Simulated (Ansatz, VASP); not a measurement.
MgO: VASP beside Ansatz

POSCAR

```
MgO
1.0
   -0.8967068099      1.7934136198      1.7934136198
    1.7934136198     -0.8967068099      1.7934136198
    1.7934136198      1.7934136198     -0.8967068099
Mg O
1 1
Direct
    0.0000000000      0.0000000000      0.0000000000
    0.5000000000      0.5000000000      0.5000000000
```

File INCAR.step1:

```
SYSTEM = MgO
PREC = Accurate
ENCUT = 920
ISMEAR = 0
SIGMA = 0.05
LREAL = .False.
LASPH = .True.
NELM = 120
NBANDS = 15
GGA = PE
ALGO = Normal
EDIFF = 1E-5
LWAVE = .True.
LCHARG = .False.
GGA_COMPAT = .False.
```

The input INCAR.step2:

```
SYSTEM = MgO
PREC = Accurate
ENCUT = 920
EDIFF = 1E-6
ISMEAR = 0
SIGMA = 0.05
LREAL = .False.
LASPH = .True.
NELM = 120
ALGO = Normal
ISIF = 2
LWAVE = .False.
LCHARG = .False.
METAGGA = R2SCAN
LMIXTAU = .True.
NBANDS = 15
ISTART = 1
GGA_COMPAT = .False.
```

The input KPOINTS:

```
regular mesh
0
Gamma
  10 10 10
  0 0 0
```

Input for Ansatz:

```yaml
crystal:
  lattice:
    - [-0.8967068099, 1.7934136198, 1.7934136198]
    - [1.7934136198, -0.8967068099, 1.7934136198]
    - [1.7934136198, 1.7934136198, -0.8967068099]
  atoms:
    - { symbol: Mg, position: [0.0, 0.0, 0.0] }
    - { symbol: O, position: [0.5, 0.5, 0.5] }
basis:
  ecutwfc: 500
kpoints:
  mp_grid: { grid: [10, 10, 10] }
hamiltonian:
  xc: r2scan
scf:
  occupations: { method: gaussian, width: 0.05 }
output:
  forces: true
  stress: true
  eigenvalues: true
```

Alike in both runs: task single point; functional r2SCAN; k mesh 10 × 10 × 10; occupations gaussian, width 0.05 eV; no spin polarisation.

```csv
,VASP,Ansatz
version,VASP 6.6.1,Ansatz 0.2.0
potentials or method,"VASP PAW PBE potentials, release 64 (Mg_sv, O), cutoff 920 eV","scalar-relativistic, plane waves, PAW"
valence electrons in the cell,16,16
```

|  | VASP | Ansatz | Ansatz less VASP |
| --- | --- | --- | --- |
| gap on the k mesh at the Fermi level (eV) | 2.83 | 2.80 | -0.035 |
| least direct gap on the mesh (eV) | 3.80 | 3.77 | -0.035 |
| pressure (GPa) | -10.1 | -10.2 | -0.10 |

VASP's potentials were made for PBE, not for r2SCAN.
